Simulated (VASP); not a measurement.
# AlN (P6_3/mmc) in VASP: notebook, part 2 of 2

VASP 6.6.1. Earlier steps stand in the parts before.

## 3. Single point, PBE

This run uses another cell than the first one, of 11.04 Å³/atom, 0.992 times its volume.

Input file INCAR:

```
SYSTEM = AlN
PREC = Accurate ; ENCUT = 520
EDIFF = 1E-6 ; ISMEAR = 0
SIGMA = 0.05 ; LREAL = .FALSE.
LASPH = .TRUE. ; NELM = 80
ALGO = Normal ; ISIF = 2
LWAVE = .FALSE. ; LCHARG = .FALSE.
GGA = PE ; NBANDS = 16
```

Input file KPOINTS:

```
Automatic mesh
0
G
  9 9 6
  0 0 0
```

Input file POSCAR:

```
AlN
1.0
    3.4377000000      0.0000000000      0.0000000000
   -1.7188500000      2.9771355306      0.0000000000
    0.0000000000      0.0000000000      4.3132000000
Al N
2 2
Direct
    0.3333333333      0.6666666667      0.7500000000
    0.6666666667      0.3333333333      0.2500000000
    0.3333333333      0.6666666667      0.2500000000
    0.6666666667      0.3333333333      0.7500000000
```

Potentials or basis: VASP PAW PBE potentials, release 64 (Al, N).

The run is started by

```
> cat potpaw_PBE.64/Al/POTCAR potpaw_PBE.64/N/POTCAR > POTCAR
> mpirun -np 1 vasp_std > vasp.out
```

It took 22 s on 1 thread of Intel Xeon Platinum 8488C (Sapphire Rapids), shared host; peak memory 0.17 GiB.

Results (log left out):

```yaml
Free_energy: -29.0556 eV
Pressure: -17.7 GPa
Band_gap_on_the_k_mesh: 2.51 eV, direct
```

Stress tensor (GPa, compression positive):
```
-19.05   0.00   0.00
  0.00 -19.05   0.00
  0.00   0.00 -14.88
```

Levels at points of the mesh, in eV from the valence-band top:
| k point | band 6 | band 7 | band 8 | band 9 | band 10 | band 11 |
| --- | --- | --- | --- | --- | --- | --- |
| (0.00, 0.00, 0.00) | -1.38 | -1.38 | 0.00 | 2.51 | 3.58 | 7.69 |
| (0.00, 0.00, 0.50) | -2.21 | -2.21 | -2.21 | 5.03 | 5.03 | 7.92 |

PBE gaps usually lie below the measured ones, often by a third to a half.

## 4. Single point, PBE

This run uses another cell than the first one, of 11.36 Å³/atom, 1.021 times its volume.

Input file INCAR:

```
PREC = Accurate
ENCUT = 520
EDIFF = 1E-7
ISMEAR = 0
SIGMA = 0.05
LREAL = F
LASPH = T
NELM = 60
ALGO = Normal
ISIF = 2
LWAVE = F
LCHARG = T
GGA = PE
LELF = T
LVHAR = T
NBANDS = 16
```

Input file KPOINTS:

```
Automatic mesh
0
Gamma
  9 9 6
```

POSCAR, as its differences from that of step 3:

```diff
@@ -4,3 +4,3 @@
    -1.7188500000      2.9771355306      0.0000000000
-    0.0000000000      0.0000000000      4.3132000000
+    0.0000000000      0.0000000000      4.4388000000
 Al N
```

The run is started by

```
> cat potpaw_PBE.64/Al/POTCAR potpaw_PBE.64/N/POTCAR > POTCAR
> mpirun -np 1 vasp_std > vasp.out
```

Run time: 28 s. Hardware: 1 thread of Intel Xeon Platinum 8488C (Sapphire Rapids), shared host; peak memory 0.18 GiB.

Results (log left out):

```yaml
Free_energy: -28.9214 eV
Pressure: -20.6 GPa
Band_gap_on_the_k_mesh: 2.20 eV, direct
```

Stress tensor (GPa, compression positive):
```
-21.70   0.00   0.00
  0.00 -21.70   0.00
  0.00   0.00 -18.40
```

Levels at points of the mesh, in eV from the valence-band top:
| k point | band 5 | band 6 | band 7 | band 8 | band 9 | band 10 | band 11 | band 12 |
| --- | --- | --- | --- | --- | --- | --- | --- | --- |
| (0.00, 0.00, 0.00) | -2.93 | -1.50 | -1.50 | 0.00 | 2.20 | 3.37 | 7.59 | 7.59 |
| (0.00, 0.00, 0.50) | -2.25 | -2.25 | -2.25 | -2.25 | 4.73 | 4.73 | 7.86 | 7.86 |

PBE gaps usually lie below the measured ones, often by a third to a half.

## 5. Single point, PBE

This run uses another cell than the first one, of 11.30 Å³/atom, 1.016 times its volume.

Input file INCAR:

```
SYSTEM = AlN
ALGO = Normal
EDIFF = 1E-6
ENCUT = 520
GGA = PE
ISIF = 2
ISMEAR = 0
LASPH = .True.
LCHARG = .False.
LREAL = .False.
LWAVE = .False.
NBANDS = 16
NELM = 60
PREC = Accurate
SIGMA = 0.05
```

Input file KPOINTS:

```
k-points
0
Gamma
  9 9 6
  0 0 0
```

Input file POSCAR:

```
AlN
1.0
    3.4792000000      0.0000000000      0.0000000000
   -1.7396000000      3.0130755848      0.0000000000
    0.0000000000      0.0000000000      4.3132000000
Al N
2 2
Direct
    0.3333333333      0.6666666667      0.7500000000
    0.6666666667      0.3333333333      0.2500000000
    0.3333333333      0.6666666667      0.2500000000
    0.6666666667      0.3333333333      0.7500000000
```

Potentials or basis: VASP PAW PBE potentials, release 64 (Al, N).

The run is started by

```
> cat potpaw_PBE.64/Al/POTCAR potpaw_PBE.64/N/POTCAR > POTCAR
> mpirun -np 1 vasp_std > vasp.out
```

OUTCAR:

```text
SYSTEM = AlN
   EDIFF = 1E-6
   ENCUT = 520
   GGA = PE
   ISIF = 2
   ISMEAR = 0
   LASPH = .True.
   LREAL = .False.
   NELM = 60
   PREC = Accurate

 ion  position               nearest neighbor table
   1  0.333  0.667  0.750-   4 2.01   4 2.01   4 2.01   3 2.16   3 2.16   2 2.95   2 2.95   2 2.95
                             2 2.95   2 2.95   2 2.95
   2  0.667  0.333  0.250-   3 2.01   3 2.01   3 2.01   4 2.16   4 2.16   1 2.95   1 2.95   1 2.95
                             1 2.95   1 2.95   1 2.95
   3  0.333  0.667  0.250-   2 2.01   2 2.01   2 2.01   1 2.16   1 2.16
[... 662 lines left out ...]
  --------------------------------------------------------------------------------------
  -------------------------------------------------------------------------------------
  Total       -6.3760960     -6.3760960     -4.8768966      0.0000000      0.0000000      0.0000000
  in kB     -225.9313060   -225.9313060   -172.8085045      0.0000000      0.0000000      0.0000000
  external PRESSURE =    -208.2237055 kB  Pullay stress =       0.0000000 kB

 VOLUME and BASIS-vectors are now :
 -----------------------------------------------------------------------------
  energy-cutoff  :      520.00
  volume of cell :       45.22
      direct lattice vectors                 reciprocal lattice vectors
     3.479200000  0.000000000  0.000000000     0.287422396  0.165943398  0.000000000
    -1.739600000  3.013075585  0.000000000     0.000000000  0.331886795  0.000000000
     0.000000000  0.000000000  4.313200000     0.000000000  0.000000000  0.231846425

 POSITION                                       TOTAL-FORCE (eV/Angst)
 -----------------------------------------------------------------------------------
     -0.00000      2.00872      3.23490        -0.000000      0.000000      0.000000
      1.73960      1.00436      1.07830         0.000000     -0.000000      0.000000
     -0.00000      2.00872      1.07830        -0.000000      0.000000      0.000000
      1.73960      1.00436      3.23490         0.000000      0.000000      0.000000
 -----------------------------------------------------------------------------------
    total drift:                                0.000000     -0.000000      0.000000

  FREE ENERGIE OF THE ION-ELECTRON SYSTEM (eV)
  ---------------------------------------------------
  free  energy   TOTEN  =       -28.9162351267 eV

  energy  without entropy=      -28.9162351267  energy(sigma->0) =      -28.91623513
```

OSZICAR:

```text
N       E                     dE             d eps       ncg     rms          rms(c)
DAV:   1     0.428685295961E+02    0.42869E+02   -0.71581E+03  1536   0.885E+02
DAV:   2    -0.293443199907E+02   -0.72213E+02   -0.65163E+02  2328   0.177E+02
DAV:   3    -0.330249612825E+02   -0.36806E+01   -0.36640E+01  1776   0.415E+01
DAV:   4    -0.330496987232E+02   -0.24737E-01   -0.24735E-01  1920   0.392E+00
DAV:   5    -0.330500437682E+02   -0.34505E-03   -0.34504E-03  1784   0.466E-01    0.110E+01
DAV:   6    -0.289247431486E+02    0.41253E+01   -0.92585E+00  1976   0.220E+01    0.364E+00
DAV:   7    -0.289400829264E+02   -0.15340E-01   -0.59336E-01  1656   0.538E+00    0.266E+00
DAV:   8    -0.289255798078E+02    0.14503E-01   -0.10594E-01  1648   0.281E+00    0.100E+00
DAV:   9    -0.289156681409E+02    0.99117E-02   -0.19011E-02  1888   0.110E+00    0.313E-01
DAV:  10    -0.289163492999E+02   -0.68116E-03   -0.38379E-03  1792   0.400E-01    0.169E-01
DAV:  11    -0.289162338732E+02    0.11543E-03   -0.20711E-04  1800   0.113E-01    0.525E-02
DAV:  12    -0.289162359554E+02   -0.20822E-05   -0.20262E-05  1688   0.348E-02    0.104E-02
DAV:  13    -0.289162351267E+02    0.82871E-06   -0.77871E-06  1888   0.203E-02
   1 F= -.28916235E+02 E0= -.28916235E+02  d E =-.266359E-14
```

stdout:

```text
POSCAR found type information on POSCAR AlN
 POSCAR found :  2 types and       4 ions
 scaLAPACK will be used
 LDA part: xc-table for (Slater+PW92), standard interpolation
 POSCAR, INCAR and KPOINTS ok, starting setup
 FFT: planning ... GRIDC
 FFT: planning ... GRID_SOFT
 FFT: planning ... GRID
 WAVECAR not read
 entering main loop
```

Run time: 16 s. Hardware: 1 thread of Intel Xeon Platinum 8488C (Sapphire Rapids), shared host; peak memory 0.17 GiB.

What came out:

```
Free energy            : -28.9162 eV
Pressure               : -20.8 GPa
Band gap on the k mesh : 2.38 eV, direct
```

Levels at points of the mesh, in eV from the valence-band top:
```
           k point  band 6  band 7  band 8  band 9  band 10  band 11
(0.00, 0.00, 0.00)   -1.26   -1.26    0.00    2.38     3.40     7.56
(0.00, 0.00, 0.50)   -2.11   -2.11   -2.11    4.94     4.94     7.79
```

Expect the measured gap to be larger: semilocal functionals such as PBE lack the derivative discontinuity.

## 6. Overview

```csv
cell,gap on the mesh (eV),pressure (GPa)
"a = 3.355, b = 3.355, c = 4.564 Å, angles 90.0, 90.0, 120.0°, 4 atoms",2.21,-15.8
"a = 3.438, b = 3.438, c = 4.313 Å, angles 90.0, 90.0, 120.0°, 4 atoms",2.51,-17.7
"a = 3.438, b = 3.438, c = 4.439 Å, angles 90.0, 90.0, 120.0°, 4 atoms",2.20,-20.6
"a = 3.479, b = 3.479, c = 4.313 Å, angles 90.0, 90.0, 120.0°, 4 atoms",2.38,-20.8
```

Alike in all rows: task single point; level PBE; potentials or basis VASP PAW PBE potentials, release 64 (Al, N); no spin polarisation; k mesh 9 × 9 × 6; cutoff (eV) 520; smearing gaussian 0.05 eV.

Absolute energies hang on the potentials; compare differences alone.
